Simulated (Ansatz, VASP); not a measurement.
Sb in VASP and in Ansatz

```
CELL_PARAMETERS angstrom
3.37716 0.00000 0.00000
-1.68858 2.92471 0.00000
0.00000 0.00000 5.55854
ATOMIC_POSITIONS crystal
Sb 0.33333 0.66667 0.25000
Sb 0.66667 0.33333 0.75000
```

Alike in both runs: functional PBE; k mesh 14 × 14 × 8; occupations fermi-dirac, width 0.05 eV; no spin polarisation.

Ansatz relaxed the structure, and its values are those at the end. VASP's run is a single point on that final structure, the one shown.

```csv
,VASP,Ansatz
version,VASP 6.6.1,Ansatz 0.2.0
potentials or method,"VASP PAW PBE potentials, release 64 (Sb)","PAW with Ansatz's default frozen-core files, scalar-relativistic"
plane-wave cutoff (eV),520,420
valence electrons in the cell,10,30
```

```tsv
	VASP	Ansatz	Ansatz less VASP
pressure (GPa)	-0.1	0.0	+0.14
```

VASP's potentials hold 10 valence electrons a cell and Ansatz's 30, so a difference there can come from the potentials and not from the codes.

Neither program's run includes spin-orbit coupling.
